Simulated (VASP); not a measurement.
Write the native input for VASP 6.6.1 that does the following.

* Task: single point
* Functional: PBE
* Potentials or basis: VASP PAW PBE potentials, release 64 (Al, Ga_d, Sb)
* Cutoff: 520 eV
* k mesh: 6 × 6 × 2
* Occupations: gaussian, width 0.1 eV
* Spin: no spin polarisation
* Dipole correction: no
* Further INCAR settings: ALGO = Normal; EDIFF = 1e-06; NBANDS = 35

The structure of AlGa3Sb2 lies in POSCAR:

```
AlGa3Sb2
1.0
    4.8566021731      0.0000000000      0.0000000000
   -2.4283010866      4.2059408580      0.0000000000
    0.0000000000      0.0000000000     10.5451270765
Al Ga Sb
1 3 2
Direct
    0.0000000000      0.0000000000      0.0000000000
    0.3333333333      0.6666666667      0.5000000000
    0.6666666667      0.3333333333      0.5000000000
    0.0000000000      0.0000000000      0.5000000000
    0.0000000000      0.0000000000      0.7597337966
    0.0000000000      0.0000000000      0.2402662034
```

One way to write it, as run:

INCAR

```
PREC = Accurate ; ENCUT = 520
EDIFF = 1E-6 ; ISMEAR = 0
SIGMA = 0.1 ; LREAL = F
LASPH = T ; NELM = 80
ALGO = Normal ; ISIF = 2
LWAVE = F ; LCHARG = F
GGA = PE ; NBANDS = 35
```

KPOINTS

```
regular mesh
0
Gamma
  6 6 2
```

Potentials or basis: VASP PAW PBE potentials, release 64 (Al, Ga_d, Sb).

The run is started by

```bash
$ cat potpaw_PBE.64/Al/POTCAR potpaw_PBE.64/Ga_d/POTCAR potpaw_PBE.64/Sb/POTCAR > POTCAR
$ mpirun -np 1 vasp_std > vasp.out
```

Results of the run:

* Pressure: -0.1 GPa
* Largest force: 0.063 eV/Å
* Band gap on the k mesh: zero (band 26 reaches 2.43 eV, above the bottom of band 27 at 2.11 eV)

Caveat: spin-orbit coupling is left out, which moves the levels of the heavy elements.

It took 120 s on 1 thread of Intel(R) Xeon(R) Platinum 8259CL CPU @ 2.50GHz (Skylake/Cascade Lake) (shared host), peak memory 0.35 GiB.
